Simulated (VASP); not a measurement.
# LaAl2Ge2 (P-3m1) in VASP: single point with LDA

Aim: the single point of LaAl2Ge2 with LDA.

Everything below comes from runs of VASP 6.6.1. Logs are shortened: lines on timing, memory, paths and dates and some standing lists are left out, and cuts for length are marked.

## 1. The cell of the first run

It takes space group P-3m1 (No. 164, trigonal). The conventional cell has a = 4.297 Å, b = 4.297 Å, c = 7.013 Å, α = 90.00°, β = 90.00°, γ = 120.00°. Within 4.1 Å of La (site symmetry -3m) lie 6 Ge at 3.13 Å and 6 Al at 3.55 Å. Al (site symmetry 3m) has 4 Ge at 2.56 to 2.57 Å and 3 Al at 3.15 Å within 3.4 Å. Within 3.4 Å of Ge (site symmetry 3m) lie 4 Al at 2.56 to 2.57 Å and 3 La at 3.13 Å.

## 2. Single point, LDA

File INCAR:

```
ALGO = Normal
EDIFF = 1E-6
ENCUT = 500
GGA = CA
GGA_COMPAT = False
ISIF = 2
ISMEAR = 1
LASPH = True
LCHARG = True
LELF = True
LMAXMIX = 6
LREAL = False
LVHAR = True
LWAVE = False
NBANDS = 30
NELM = 200
PREC = Accurate
SIGMA = 0.15
```

File KPOINTS:

```
k-points
0
Gamma
  6 6 4
```

File POSCAR:

```
LaAl2Ge2
1.0
    4.2970000000      0.0000000000      0.0000000000
   -2.1485000000      3.7213110000      0.0000000000
    0.0000000000      0.0000000000      7.0130000000
La Al Ge
1 2 2
Direct
    0.0000000000      0.0000000000      0.0000000000
    0.3333333333      0.6666666667      0.6387000000
    0.6666666667      0.3333333333      0.3613000000
    0.3333333333      0.6666666667      0.2719200000
    0.6666666667      0.3333333333      0.7280800000
```

Potentials or basis: VASP PAW LDA potentials, release 64 (La, Al, Ge_d).

On the command line:

```bash
> cat potpaw_LDA.64/La/POTCAR potpaw_LDA.64/Al/POTCAR potpaw_LDA.64/Ge_d/POTCAR > POTCAR
> mpirun -np 1 vasp_std > vasp.out
```

OUTCAR:

```text
EDIFF = 1E-6
   ENCUT = 500
   GGA = CA
   ISIF = 2
   ISMEAR = 1
   LASPH = True
   LREAL = False
   NELM = 200
   PREC = Accurate

 ion  position               nearest neighbor table
   1  0.000  0.000  0.000-   4 3.13   5 3.13   5 3.13   4 3.13   5 3.13   4 3.13
   2  0.333  0.667  0.639-   5 2.56   5 2.56   5 2.56   4 2.57   3 3.15   3 3.15   3 3.15
   3  0.667  0.333  0.361-   4 2.56   4 2.56   4 2.56   5 2.57   2 3.15   2 3.15   2 3.15
   4  0.333  0.667  0.272-   3 2.56   3 2.56   3 2.56   2 2.57   1 3.13   1 3.13   1 3.13
   5  0.667  0.333  0.728-   2 2.56   2 2.56   2 2.56   3 2.57   1 3.13   1 3.13   1 3.13

  LATTYP: Found a hexagonal cell.
 ALAT       =     4.2970000000
 C/A-ratio  =     1.6320688853

  Lattice vectors:

 A1 = (   4.2970000000,   0.0000000000,   0.0000000000)
 A2 = (  -2.1485000000,   3.7213110000,   0.0000000000)
 A3 = (   0.0000000000,   0.0000000000,   7.0130000000)

Analysis of symmetry for initial positions (statically):
=====================================================================
 Subroutine PRICEL returns:
 Original cell was already a primitive cell.

 Routine SETGRP: Setting up the symmetry group for a
 hexagonal supercell.

 Subroutine GETGRP returns: Found 12 space group operations
 (whereof 12 operations were pure point group operations)
 out of a pool of 24 trial point group operations.

The static configuration has the point symmetry D_3d.

Analysis of symmetry for dynamics (positions and initial velocities):
=====================================================================
 Subroutine PRICEL returns:
 Original cell was already a primitive cell.

 Routine SETGRP: Setting up the symmetry group for a
 hexagonal supercell.

 Subroutine GETGRP returns: Found 12 space group operations
 (whereof 12 operations were pure point group operations)
 out of a pool of 24 trial point group operations.

The dynamic configuration has the point symmetry D_3d.

 Subroutine INISYM returns: Found 12 space group operations
 (whereof 12 operations are pure point group operations),
 and found     1 'primitive' translations

----------------------------------------------------------------------------------------

                                     Primitive cell

  volume of cell :     112.1412

  direct lattice vectors                    reciprocal lattice vectors
     4.297000000  0.000000000  0.000000000     0.232720503  0.134361251  0.000000000
    -2.148500000  3.721311000  0.000000000     0.000000000  0.268722501  0.000000000
     0.000000000  0.000000000  7.013000000     0.000000000  0.000000000  0.142592329

  length of vectors
     4.297000000  4.296999861  7.013000000     0.268722493  0.268722501  0.142592329

  position of ions in fractional coordinates (direct lattice)
     0.000000000  0.000000000  0.000000000
     0.333333333  0.666666667  0.638700000
     0.666666667  0.333333333  0.361300000
     0.333333333  0.666666667  0.271920000
     0.666666667  0.333333333  0.728080000

  ion indices of the primitive-cell ions
   primitive index   ion index
                 1           1
                 2           2
                 3           3
                 4           4
                 5           5

----------------------------------------------------------------------------------------

 KPOINTS: k-points

Automatic generation of k-mesh.
 Grid dimensions read from file:
 generate k-points for:    6    6    4

 Generating k-lattice:

  Cartesian coordinates                     Fractional coordinates (reciprocal lattice)
     0.038786750  0.022393542  0.000000000     0.166666667  0.000000000  0.000000000
     0.000000000  0.044787084  0.000000000     0.000000000  0.166666667  0.000000000
     0.000000000  0.000000000  0.035648082     0.000000000  0.000000000  0.250000000

  Length of vectors
     0.044787082  0.044787084  0.035648082

  Shift w.r.t. Gamma in fractional coordinates (k-lattice)
     0.000000000  0.000000000  0.000000000

 Subroutine IBZKPT returns following result:
 ===========================================

 Found     24 irreducible k-points:

 Following reciprocal coordinates:
            Coordinates               Weight
  0.000000  0.000000  0.000000      1.000000
  0.166667  0.000000  0.000000      6.000000
  0.333333  0.000000  0.000000      6.000000
  0.500000  0.000000  0.000000      3.000000
  0.166667  0.166667  0.000000      6.000000
  0.333333  0.166667  0.000000     12.000000
[... 16 lines left out ...]
  0.333333  0.166667  0.500000     12.000000
  0.333333  0.333333  0.500000      2.000000
   k-points           NKPTS =     24   k-points in BZ     NKDIM =     24   number of bands    NBANDS=     30
   number of dos      NEDOS =    301   number of ions     NIONS =      5
   total plane-waves  NPLWV =  55296
   dimension x,y,z NGX =    32 NGY =   32 NGZ =   54
   dimension x,y,z NGXF=    64 NGYF=   64 NGZF=  108
   ions per type =               1   2   2
   NGX,Y,Z   is equivalent  to a cutoff of  12.38, 12.38, 12.80 a.u.
   NGXF,Y,Z  is equivalent  to a cutoff of  24.76, 24.76, 25.60 a.u.
 SYSTEM =  unknown system
   PREC   = accura    normal or accurate (medium, high low for compatibility)
   ISTART =      0    job   : 0-new  1-cont  2-samecut
   ICHARG =      2    charge: 1-file 2-atom 10-const
   ISPIN  =      1    spin polarized calculation?
   LNONCOLLINEAR =      F non collinear calculations
   LSORBIT =      F    spin-orbit coupling
   LASPH  =      T    aspherical Exc in radial PAW
   ENCUT  =  500.0 eV  36.75 Ry    6.06 a.u.   7.83  7.83 12.79*2*pi/ulx,y,z
   NELM   =    200;   NELMIN=  2; NELMDL= -5     # of ELM steps
   EDIFF  = 0.1E-05   stopping-criterion for ELM
   LREAL  =      F    real-space projection
   EDIFFG = 0.1E-04   stopping-criterion for IOM
   NSW    =      0    number of steps for IOM
   IBRION =     -1    ionic relax: 0-MD 1-quasi-New 2-CG
   NFREE  =      0    steps in history (QN), initial steepest desc. (CG)
   ISIF   =      2    stress and relaxation
   ISYM   =      2    0-nonsym 1-usesym 2-fastsym
   POTIM  = 0.5000    time-step for ionic-motion
   TEBEG  =    0.0;   TEEND  =   0.0 temperature during run
   PSTRESS=    0.0 pullay stress
   NELECT =      45.0000    total number of electrons
   NUPDOWN=      -1.0000    fix difference up-down
   EMIN   =  10.00;   EMAX   =-10.00  energy-range for DOS
   EFERMI =   0.00;   METHOD = LEGACY
   ISMEAR =     1;   SIGMA  =   0.15  broadening in eV -4-tet -1-fermi 0-gaus
   EFERMI_NEDOS =   21; number of points for ismear=-14 and -15
   IALGO  =     38    algorithm
   IMIX   =      4    mixing-type and parameters
     AMIX     =   0.40;   BMIX     =  1.00
     AMIX_MAG =   1.60;   BMIX_MAG =  1.00
  volume/ion in A,a.u.               =      22.43       151.35
  Fermi-wavevector in a.u.,A,eV,Ry     =   1.207510  2.281862 19.838377  1.458080
  Thomas-Fermi vector in A             =   2.343145
   LORBIT       =      0    0 simple, 1 ext, 2 COOP (PROOUT), +10 PAW based schemes
   GGA     = CA    functional components
   LHFCALC =     F    Hartree Fock is set to
   AEXX    =    0.0000 exact exchange contribution
   IVDW    =     0    specifies the selected vdW correction
   LEPSILON=     F    determine dielectric tensor
   LRPA    =     F    only Hartree local field effects (RPA)
 non-spin polarized calculation
 Methfessel and Paxton  Order N= 1 SIGMA  =   0.15
  energy-cutoff  :      500.00
  volume of cell :      112.14
 maximum number of plane-waves:      2864
 NGX is ok and might be reduce to    32
   NGX = 15   NGY = 15   NGZ = 25

 number of electron      44.9999983 magnetization

 Free energy of the ion-electron system (eV)
  ---------------------------------------------------
  ext. energy  EPLUGINS =         0.00000000
  ---------------------------------------------------
  free energy    TOTEN  =       -26.89694972 eV

  energy without entropy =      -26.89757770  energy(sigma->0) =      -26.89715904

 E-fermi :   6.9458     XC(G=0): -10.2658

 val. band max:        6.8935921286   @ k =   0.1667   0.0000   0.5000
 cond. band min:       7.0184273537   @ k =  -0.1667   0.5000   0.2500
 fundamental gap:      0.1248352252
 Fermi energy:         6.9458004495

 k-point     1 :       0.0000    0.0000    0.0000
  band No.  band energies     occupation
      1     -25.9003      2.00000
      2     -17.4744      2.00000
      3     -17.4744      2.00000
      4     -17.4738      2.00000
      5     -17.4738      2.00000
      6     -17.4541      2.00000
[... 22 lines left out ...]
     29       8.2888     -0.00000
     30       8.3882     -0.00000

 k-point     2 :       0.1667    0.0000    0.0000
  band No.  band energies     occupation
      1     -25.8933      2.00000
      2     -17.4750      2.00000
      3     -17.4741      2.00000
      4     -17.4732      2.00000
      5     -17.4725      2.00000
      6     -17.4535      2.00000
[... 22 lines left out ...]
     29       8.5097     -0.00000
     30       8.6553     -0.00000

 k-point     3 :       0.3333    0.0000    0.0000
  band No.  band energies     occupation
      1     -25.8792      2.00000
      2     -17.4753      2.00000
      3     -17.4733      2.00000
      4     -17.4728      2.00000
      5     -17.4705      2.00000
      6     -17.4525      2.00000
[... 22 lines left out ...]
     29       8.6555     -0.00000
     30       8.6891     -0.00000

 k-point     4 :       0.5000    0.0000    0.0000
  band No.  band energies     occupation
      1     -25.8722      2.00000
      2     -17.4752      2.00000
      3     -17.4728      2.00000
      4     -17.4728      2.00000
      5     -17.4695      2.00000
      6     -17.4520      2.00000
[... 616 lines left out ...]
     29       8.6324     -0.00000
     30       8.8228     -0.00000

 k-point    23 :       0.3333    0.1667    0.5000
  band No.  band energies     occupation
      1     -25.8722      2.00000
      2     -17.4753      2.00000
      3     -17.4727      2.00000
      4     -17.4725      2.00000
      5     -17.4695      2.00000
      6     -17.4521      2.00000
[... 22 lines left out ...]
     29       8.6760     -0.00000
     30       8.8228     -0.00000

 k-point    24 :       0.3333    0.3333    0.5000
  band No.  band energies     occupation
      1     -25.8686      2.00000
      2     -17.4745      2.00000
      3     -17.4731      2.00000
      4     -17.4731      2.00000
      5     -17.4685      2.00000
      6     -17.4517      2.00000
[... 22 lines left out ...]
     29       8.6904     -0.00000
     30       8.8549     -0.00000

------------------------ aborting loop because EDIFF is reached ----------------------------------------

  FORCE on cell =-STRESS in cart. coord.  units (eV):
  Direction    XX          YY          ZZ          XY          YZ          ZX
  --------------------------------------------------------------------------------------
  -------------------------------------------------------------------------------------
  Total       -2.0098112     -2.0098110     -2.3797420      0.0000000      0.0000000      0.0000000
  in kB      -28.7144620    -28.7144595    -33.9997166      0.0000000      0.0000000      0.0000000
  external PRESSURE =     -30.4762127 kB  Pullay stress =       0.0000000 kB

 VOLUME and BASIS-vectors are now :
 -----------------------------------------------------------------------------
  energy-cutoff  :      500.00
  volume of cell :      112.14
      direct lattice vectors                 reciprocal lattice vectors
     4.297000000  0.000000000  0.000000000     0.232720503  0.134361251  0.000000000
    -2.148500000  3.721311000  0.000000000     0.000000000  0.268722501  0.000000000
     0.000000000  0.000000000  7.013000000     0.000000000  0.000000000  0.142592329

 POSITION                                       TOTAL-FORCE (eV/Angst)
 -----------------------------------------------------------------------------------
      0.00000      0.00000      0.00000         0.000000      0.000000      0.000000
     -0.00000      2.48087      4.47920         0.000000      0.000000      0.024027
      2.14850      1.24044      2.53380         0.000000     -0.000000     -0.024027
     -0.00000      2.48087      1.90697         0.000000     -0.000000     -0.117543
      2.14850      1.24044      5.10603        -0.000000      0.000000      0.117543
 -----------------------------------------------------------------------------------
    total drift:                               -0.000000      0.000000     -0.000000

  FREE ENERGIE OF THE ION-ELECTRON SYSTEM (eV)
  ---------------------------------------------------
  free  energy   TOTEN  =       -26.8969497182 eV

  energy  without entropy=      -26.8975776958  energy(sigma->0) =      -26.89715904
```

Wall time 61 s (1 thread of AMD EPYC 7R13 (Zen 3), shared host); peak memory 0.21 GiB.

Results:

| Quantity | Value |
| --- | --- |
| Free energy | -26.8969 eV |
| Pressure | -3.0 GPa |
| Largest force | 0.118 eV/Å |
| Band gap on the k mesh | zero (an odd number of electrons rules out a gap without spin polarisation) |

Forces in eV/Å, atoms in the order of the input:
```
La   0.000  0.000  0.000
Al   0.000  0.000  0.024
Al   0.000  0.000 -0.024
Ge   0.000  0.000 -0.118
Ge   0.000  0.000  0.118
```

Levels at points of the mesh, in eV from the Fermi level:
```csv
k point,band 21,band 22,band 23,band 24,band 25,band 26
"(0.00, 0.00, 0.00)",-0.59,-0.59,-0.11,0.41,0.94,0.94
"(0.50, 0.00, 0.00)",-2.53,-2.20,-1.03,1.18,1.45,1.49
"(0.00, 0.00, 0.50)",-1.60,-1.60,-0.76,0.31,0.63,0.63
"(0.50, 0.00, 0.50)",-1.35,-1.00,-0.82,-0.15,1.25,1.52
```

Caveat: the cell stands under tension; spin-orbit coupling is left out, which moves the levels of the heavy elements.

The gap in the log of VASP goes by the Fermi energy; the results here count the filled bands.